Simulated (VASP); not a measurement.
H2CI2: single point with PBE

The system is H2CI2.

```xyz
5
Lattice="-3.6883 0.0064 2.3786 3.7191 -0.0184 2.4261 -0.0067 6.6731 2.3858" Properties=species:S:1:pos:R:3 pbc="T T T"
I     0.0562    1.7690    1.1778
I     0.1124    4.8202    3.4931
C     0.0892    6.5691    7.0900
H     0.8639    0.0017    4.1505
H    -0.7415    6.6041    6.6479
```

```json
{"Program": "VASP 6.6.1", "Task": "single point", "Functional": "PBE", "Potentials or basis": "VASP PAW PBE potentials, release 64 (I, C, H)", "Cutoff": "520 eV", "k mesh": "5 × 5 × 3, shifted", "Occupations": "gaussian, width 0.0804 eV", "Spin": "no spin polarisation"}
```

```json
{
  "Pressure": "5.8 GPa",
  "Largest force": "8.087 eV/Å",
  "Band gap on the k mesh": "2.68 eV (least direct gap 2.77 eV)"
}
```

Forces on the atoms (eV/Å):
```
I    0.027 -0.548 -0.483
I    0.093 -0.058 -0.124
C    1.001 -0.095  8.024
H    5.653  0.504 -3.834
H   -6.775  0.198 -3.583
```

Stress tensor (GPa, compression positive):
```
14.27  0.30 -0.04
 0.30 -1.44 -1.47
-0.04 -1.47  4.51
```

Levels at points of the mesh, in eV from the valence-band top:
```tsv
k point	band 6	band 7	band 8	band 9	band 10	band 11	band 12	band 13	band 14	band 15
(0.50, 0.50, 0.00)	-3.22	-1.53	-1.18	-0.98	-0.27	2.95	4.09	6.59	6.65	6.80
```

It took 88 s on 1 thread of Intel(R) Xeon(R) Platinum 8375C CPU @ 2.90GHz (Ice Lake), on a shared host, peak memory 0.29 GiB.

Caveat: the cell stands under pressure; this functional lacks dispersion, which holds the molecules together, so the pressure and a relaxed volume are unreliable; spin-orbit coupling is left out, which moves the levels of the heavy elements; a shifted mesh leaves out Γ, where band edges can lie; forces of over 1 eV/Å act on the atoms, so gaps and moduli don't describe the material at rest. A k mesh can miss the band edges.
